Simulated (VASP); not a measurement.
# Sr2O in VASP: a series of runs, part 2 of 2

VASP 6.6.1. The steps go on from the part before.

### Step 5. Single point, PBE

This run uses another cell than the first one, of 124.35 Å³/atom, 0.996 times its volume.

INCAR reads:

```
SYSTEM = Sr2O
  PREC = Accurate
  ENCUT = 520
  EDIFF = 1E-6
  ISMEAR = 0
  SIGMA = 0.1
  LREAL = .FALSE.
  LASPH = .TRUE.
  NELM = 60
  ALGO = Normal
  ISIF = 2
  LWAVE = .FALSE.
  LCHARG = .TRUE.
  LDIPOL = .TRUE.
  IDIPOL = 3
  DIPOL = 0.5 0.5 0.300
  GGA = PE
  LELF = .TRUE.
  LVHAR = .TRUE.
  LVACPOTAV = .TRUE.
  NBANDS = 20
```

KPOINTS reads:

```
Automatic mesh
0
G
  12 12 1
  0 0 0
```

POSCAR reads:

```
Sr2O
1.0
    3.7892870354     -0.0000000028      0.0000000000
   -1.8946435153      3.2816188363      0.0000000000
    0.0000000000      0.0000000000     30.0011476000
Sr O
2 1
Direct
    0.3333333333      0.6666666667      0.2501430578
    0.6666666667      0.3333333333      0.3498339910
    0.0000000000      0.0000000000      0.2999885244
```

Potentials or basis: VASP PAW PBE potentials, release 64 (Sr_sv, O).

On the command line:

```console
$ cat potpaw_PBE.64/Sr_sv/POTCAR potpaw_PBE.64/O/POTCAR > POTCAR
$ mpirun -np 1 vasp_std > vasp.out
```

OUTCAR:

```text
SYSTEM = Sr2O
   PREC = Accurate
   ENCUT = 520
   EDIFF = 1E-6
   ISMEAR = 0
   LREAL = .FALSE.
   LASPH = .TRUE.
   NELM = 60
   ISIF = 2
   GGA = PE

 ion  position               nearest neighbor table
   1  0.333  0.667  0.250-   3 2.65   3 2.65   3 2.65   2 3.71   2 3.71   2 3.71
   2  0.667  0.333  0.350-   3 2.65   3 2.65   3 2.65   1 3.71   1 3.71   1 3.71
   3  0.000  0.000  0.300-   1 2.65   2 2.65   2 2.65   1 2.65   2 2.65   1 2.65

  LATTYP: Found a hexagonal cell.
 ALAT       =     3.7892870354
 C/A-ratio  =     7.9173594715

  Lattice vectors:

 A1 = (   3.7892870354,  -0.0000000028,   0.0000000000)
 A2 = (  -1.8946435153,   3.2816188363,   0.0000000000)
 A3 = (   0.0000000000,   0.0000000000,  30.0011476000)

Analysis of symmetry for initial positions (statically):
=====================================================================
 Subroutine PRICEL returns:
 Original cell was already a primitive cell.

 Routine SETGRP: Setting up the symmetry group for a
 hexagonal supercell.

 Subroutine GETGRP returns: Found 12 space group operations
[... 166 lines left out ...]

 E-fermi :  -1.8451     XC(G=0):  -2.5090

 val. band max:       -1.9160162571   @ k =   0.3333   0.0833   0.0000
 cond. band min:      -1.8407588848   @ k =   0.4167   0.0833   0.0000
 fundamental gap:      0.0752573722
 Fermi energy:        -1.8450987033

 k-point     1 :       0.0000    0.0000    0.0000
  band No.  band energies     occupation
      1     -38.2850      2.00000
      2     -38.2349      2.00000
      3     -21.3490      2.00000
      4     -20.1597      2.00000
      5     -20.0683      2.00000
      6     -20.0683      2.00000
[... 426 lines left out ...]
     19       2.0530      0.00000
     20       2.0530      0.00000

------------------------ aborting loop because EDIFF is reached ----------------------------------------

  FORCE on cell =-STRESS in cart. coord.  units (eV):
  Direction    XX          YY          ZZ          XY          YZ          ZX
  --------------------------------------------------------------------------------------
  -------------------------------------------------------------------------------------
  Total        0.0744421      0.0744421      0.0702716     -0.0000000     -0.0000000      0.0000000
  in kB        0.3197022      0.3197022      0.3017916     -0.0000000     -0.0000000      0.0000000
  external PRESSURE =       0.3137320 kB  Pullay stress =       0.0000000 kB

 VOLUME and BASIS-vectors are now :
 -----------------------------------------------------------------------------
  energy-cutoff  :      520.00
  volume of cell :      373.06
      direct lattice vectors                 reciprocal lattice vectors
     3.789287035 -0.000000003  0.000000000     0.263901887  0.152363825  0.000000000
    -1.894643515  3.281618836  0.000000000     0.000000000  0.304727651  0.000000000
     0.000000000  0.000000000 30.001147600     0.000000000  0.000000000  0.033332058

 POSITION                                       TOTAL-FORCE (eV/Angst)
 -----------------------------------------------------------------------------------
      0.00000      2.18775      7.50458        -0.000000     -0.000000     -0.032392
      1.89464      1.09387     10.49542         0.000000      0.000000      0.032392
      0.00000      0.00000      9.00000        -0.000000      0.000000     -0.000000
 -----------------------------------------------------------------------------------
    total drift:                               -0.000000     -0.000000      0.000017

  FREE ENERGIE OF THE ION-ELECTRON SYSTEM (eV)
  ---------------------------------------------------
  free  energy   TOTEN  =       -12.3704439309 eV

  energy  without entropy=      -12.3558531053  energy(sigma->0) =      -12.36314852

 vacuum level on the upper side and lower side of the slab         1.604         1.604
```

OSZICAR:

```text
N       E                     dE             d eps       ncg     rms          rms(c)
DAV:   1     0.179807267661E+03    0.17981E+03   -0.11241E+04   984   0.940E+02
DAV:   2     0.177395365999E+02   -0.16207E+03   -0.15698E+03   948   0.220E+02
DAV:   3    -0.144980742600E+02   -0.32238E+02   -0.31742E+02  1252   0.751E+01
DAV:   4    -0.160745159418E+02   -0.15764E+01   -0.15475E+01  1076   0.163E+01
[... 14 lines left out ...]
DAV:  19    -0.123704344589E+02   -0.50721E-05   -0.51379E-07   768   0.197E-03    0.458E-04
DAV:  20    -0.123704386024E+02   -0.41435E-05   -0.17360E-07   712   0.911E-04    0.310E-04
DAV:  21    -0.123704412769E+02   -0.26745E-05   -0.10777E-07   700   0.600E-04    0.171E-04
DAV:  22    -0.123704435203E+02   -0.22434E-05   -0.77631E-08   704   0.447E-04    0.251E-04
DAV:  23    -0.123704439309E+02   -0.41060E-06   -0.43572E-09   684   0.252E-04
   1 F= -.12370444E+02 E0= -.12363149E+02  d E =-.145908E-01
```

stdout:

```text
POSCAR found type information on POSCAR SrO
 POSCAR found :  2 types and       3 ions
 scaLAPACK will be used
 LDA part: xc-table for (Slater+PW92), standard interpolation
 POSCAR, INCAR and KPOINTS ok, starting setup
 FFT: planning ... GRIDC
 FFT: planning ... GRID_SOFT
 FFT: planning ... GRID
 WAVECAR not read
 entering main loop
 -----------------------------------------------------------------------------
|                                                                             |
|           W    W    AA    RRRRR   N    N  II  N    N   GGGG   !!!           |
|           W    W   A  A   R    R  NN   N  II  NN   N  G    G  !!!           |
|           W    W  A    A  R    R  N N  N  II  N N  N  G       !!!           |
|           W WW W  AAAAAA  RRRRR   N  N N  II  N  N N  G  GGG   !            |
|           WW  WW  A    A  R   R   N   NN  II  N   NN  G    G                |
|           W    W  A    A  R    R  N    N  II  N    N   GGGG   !!!           |
|                                                                             |
|     Did not find any points to average over, which means that no vacuum     |
|     field-free region was found. Please increase the size of  your cell     |
|     in the dimension of the dipole correction to obtain accurate            |
|     workfunction values.                                                    |
|                                                                             |
 -----------------------------------------------------------------------------
```

It took 2.8 min on 1 thread of Intel Xeon 6975P-C (Granite Rapids), shared host; peak memory 0.49 GiB.

Results:

* Free energy: -12.3704 eV
* Largest force: 0.032 eV/Å
* Band gap on the k mesh: zero (band 13 reaches -1.03 eV, above the bottom of band 14 at -2.62 eV)

Forces on the atoms (eV/Å):
```
Sr   0.000  0.000 -0.032
Sr   0.000  0.000  0.032
O    0.000  0.000  0.000
```

Levels at points of the mesh, in eV from the Fermi level:
```tsv
k point	band 11	band 12	band 13	band 14	band 15	band 16
(0.00, 0.00, 0.00)	-4.04	-4.04	-2.01	-0.78	1.23	1.40
(0.50, 0.00, 0.00)	-4.11	-4.05	-0.11	0.84	0.88	1.20
```

### Step 6. The runs side by side

```tsv
cell	k mesh	gap on the mesh (eV)	largest force (eV/Å)
a = 3.796, b = 3.796, c = 30.001 Å, angles 90.0, 90.0, 120.0°, 3 atoms	6 × 6 × 1	none	0.07
a = 3.789, b = 3.789, c = 30.001 Å, angles 90.0, 90.0, 120.0°, 3 atoms	12 × 12 × 1	none	0.03
a = 3.796, b = 3.796, c = 30.001 Å, angles 90.0, 90.0, 120.0°, 3 atoms	12 × 12 × 1	none	0.04
```

Alike in all rows: task single point; level PBE; potentials or basis VASP PAW PBE potentials, release 64 (Sr_sv, O); no spin polarisation; cutoff (eV) 520; smearing gaussian 0.1 eV.

Absolute energies hang on the potentials; compare differences alone.
